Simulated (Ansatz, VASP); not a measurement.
# Two plane-wave programs on H3W12C

Contents of INCAR:

```
SYSTEM = H3W12C
PREC = Accurate
ENCUT = 520
EDIFF = 1E-6
ISMEAR = 0
SIGMA = 0.1
LREAL = Auto
LASPH = .TRUE.
NELM = 80
ALGO = Normal
ISIF = 2
LWAVE = .FALSE.
LCHARG = .TRUE.
LDIPOL = .TRUE.
IDIPOL = 3
DIPOL = 0.5 0.5 0.492
GGA = PE
IVDW = 12
LELF = .TRUE.
LVHAR = .TRUE.
LVACPOTAV = .TRUE.
NBANDS = 102
```

Contents of KPOINTS:

```
regular mesh
0
G
  4 4 1
  0 0 0
```

Contents of POSCAR:

```
H3W12C
1.0
    5.4721979593      0.0000000000      0.0000000000
   -1.8240659864      5.1592377134      0.0000000000
    0.0000000000      0.0000000000     22.8408328802
W C H
12 1 3
Direct
    0.2500000000      0.2500000000      0.3502499249
    0.2500000000      0.7500000000      0.3502499249
    0.7500000000      0.2500000000      0.3502499249
    0.7500000000      0.7500000000      0.3502499249
    0.5018315609      0.4987213585      0.4461705290
    0.5027064130     -0.0027443446      0.4447939899
    0.0006425371      0.4993657313      0.4456898470
    0.0012376822     -0.0018282796      0.4461835643
    0.7473419297      0.7526551379      0.5424900164
    0.7553955219      0.2473597141      0.5429270438
    0.2528215437      0.7445190538      0.5429351153
    0.2568888069      0.2430717902      0.5403378392
    0.9202765631      0.5800803441      0.6155412572
    0.8081822446      0.6922109883      0.6379797003
    0.8407660975      0.3771457774      0.6340830149
    1.1232261783      0.6595320345      0.6340935426
```

Input for Ansatz:

```yaml
crystal:
  lattice:
    - [5.4721979593, 0.0, 0.0]
    - [-1.8240659864, 5.1592377134, 0.0]
    - [0.0, 0.0, 22.8408328802]
  atoms:
    - { symbol: W, position: [0.25, 0.25, 0.3502499249] }
    - { symbol: W, position: [0.25, 0.75, 0.3502499249] }
    - { symbol: W, position: [0.75, 0.25, 0.3502499249] }
    - { symbol: W, position: [0.75, 0.75, 0.3502499249] }
    - { symbol: W, position: [0.5018315609, 0.4987213585, 0.446170529] }
    - { symbol: W, position: [0.502706413, -0.0027443446, 0.4447939899] }
    - { symbol: W, position: [0.0006425371, 0.4993657313, 0.445689847] }
    - { symbol: W, position: [0.0012376822, -0.0018282796, 0.4461835643] }
    - { symbol: W, position: [0.7473419297, 0.7526551379, 0.5424900164] }
    - { symbol: W, position: [0.7553955219, 0.2473597141, 0.5429270438] }
    - { symbol: W, position: [0.2528215437, 0.7445190538, 0.5429351153] }
    - { symbol: W, position: [0.2568888069, 0.2430717902, 0.5403378392] }
    - { symbol: C, position: [0.9202765631, 0.5800803441, 0.6155412572] }
    - { symbol: H, position: [0.8081822446, 0.6922109883, 0.6379797003] }
    - { symbol: H, position: [0.8407660975, 0.3771457774, 0.6340830149] }
    - { symbol: H, position: [1.1232261783, 0.6595320345, 0.6340935426] }
basis:
  ecutwfc: 420
kpoints:
  mp_grid: { grid: [4, 4, 1] }
hamiltonian:
  xc: pbe
  dispersion: d3bj
scf:
  occupations: { method: gaussian, width: 0.1 }
output:
  forces: true
  eigenvalues: true
  write_density: true
  volumetric_format: npy
efield:
  axis: 3
  dipole_correction: true
  ramp_width: 0.04
```

Alike in both runs: task single point; functional PBE; dispersion D3(BJ); k mesh 4 × 4 × 1; occupations gaussian, width 0.1 eV; no spin polarisation.

|  | VASP | Ansatz |
| --- | --- | --- |
| version | VASP 6.6.1 | Ansatz 0.2.0 |
| potentials or method | VASP PAW PBE potentials, release 64 (W_sv, C, H), cutoff 520 eV | scalar-relativistic, plane waves, PAW |
| valence electrons in the cell | 175 | 175 |

|  | VASP | Ansatz | Ansatz less VASP |
| --- | --- | --- | --- |
| gap on the k mesh at the Fermi level (eV) | none | none | - |
| rms of the force components (eV/Å) | 0.045 | 0.043 | -0.0020 |
| work function, face that differs most (eV) | 4.85 | 4.85 | -0.001 |

Atom by atom the forces differ by 0.015 eV/Å (rms over components). A gap of «none» marks a metal or a gap that the smearing closes.

Spin-orbit coupling is off throughout.
